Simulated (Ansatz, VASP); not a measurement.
Pt: VASP beside Ansatz

```
Pt
1.0
     0.00000    2.00685    2.00685
     2.00685    0.00000    2.00685
     2.00685    2.00685    0.00000
Pt
1
Direct
  0.00000 0.00000 0.00000
```

Change from the starting cell: strain +0.025 along x and y, +0.025 along z, atoms carried along.

Alike in both runs: task single point; functional PBE; k mesh 20 × 20 × 20; occupations gaussian, width 0.15 eV; no spin polarisation.

```csv
,VASP,Ansatz
version,VASP 6.6.1,Ansatz 0.2.0
potentials or method,"VASP PAW PBE potentials, release 64 (Pt), cutoff 520 eV","scalar-relativistic, plane waves, PAW"
valence electrons in the cell,10,18
```

Ansatz gave:

| Property | Result |
| --- | --- |
| gap on the k mesh at the Fermi level (eV) | none |
| pressure (GPa) | -7.3 |

Problem. What did VASP give for the same quantities?

Solution. gap on the k mesh at the Fermi level (eV): none; pressure (GPa): -7.8.

A gap of «none» marks a metal or a gap that the smearing closes. The functional is the same, so the differences come from potentials, cutoffs and numerics. VASP's potentials hold 10 valence electrons a cell and Ansatz's 18, so a difference there can come from the potentials and not from the codes.

Neither program's run includes spin-orbit coupling.
